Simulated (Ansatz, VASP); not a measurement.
**In3As: VASP beside Ansatz**

```
In As
1.0
     4.71840    0.00000    0.00000
     0.00000    4.71840    0.00000
     0.00000    0.00000    4.67168
In As
3 1
Direct
  0.50000 0.50000 0.00000
  0.50000 0.00000 0.50000
  0.00000 0.50000 0.50000
  0.00000 0.00000 0.00000
```

Alike in both runs: functional PBE; k mesh 5 × 5 × 5; occupations fermi-dirac, width 0.05 eV; no spin polarisation.

|  | VASP | Ansatz |
| --- | --- | --- |
| version | VASP 6.6.1 | Ansatz 0.2.0 |
| potentials or method | VASP PAW PBE potentials, release 64 (In_d, As) | Ansatz PAW |
| plane-wave cutoff (eV) | 520 | 420 |
| valence electrons in the cell | 44 | 54 |
| task | single point | band structure |

|  | VASP | Ansatz | Ansatz less VASP |
| --- | --- | --- | --- |
| gap on the k mesh at the Fermi level (eV) | none | none | - |
| pressure (GPa) | 0.2 | 0.2 | +0.01 |

A gap of «none» marks a metal or a gap that the smearing closes. VASP's potentials hold 44 valence electrons a cell and Ansatz's 54, so a difference there can come from the potentials and not from the codes.
